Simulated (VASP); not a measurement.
Here is a VASP 6.6.1 calculation.

The input INCAR:

```
SYSTEM = MnHg
  PREC = Accurate
  ENCUT = 520
  EDIFF = 1E-6
  ISMEAR = 0
  SIGMA = 0.1
  LREAL = .False.
  LASPH = .True.
  NELM = 150
  ALGO = Normal
  ISIF = 2
  LWAVE = .False.
  LCHARG = .False.
  ISPIN = 2
  MAGMOM = 5 0
  LORBIT = 11
  LMAXMIX = 4
  GGA = PS
  NBANDS = 24
```

KPOINTS

```
regular mesh
0
Gamma
  12 12 12
  0 0 0
```

Contents of POSCAR:

```
MnHg
1.0
    3.3150000000      0.0000000000      0.0000000000
    0.0000000000      3.3150000000      0.0000000000
    0.0000000000      0.0000000000      3.3150000000
Mn Hg
1 1
Direct
    0.5000000000      0.5000000000      0.5000000000
    0.0000000000      0.0000000000      0.0000000000
```

Potentials or basis: VASP PAW PBE potentials, release 64 (Mn_pv, Hg).

Command:

```console
$ cat potpaw_PBE.64/Mn_pv/POTCAR potpaw_PBE.64/Hg/POTCAR > POTCAR
$ mpirun -np 1 vasp_std > vasp.out
```

Question: Estimate the site moments.

Answer: Mn +3.83; Hg -0.05 μB.

Question: What does it give for the net moment?

Answer: 3.93 μB per cell.

Caveat: the cell stands under tension.
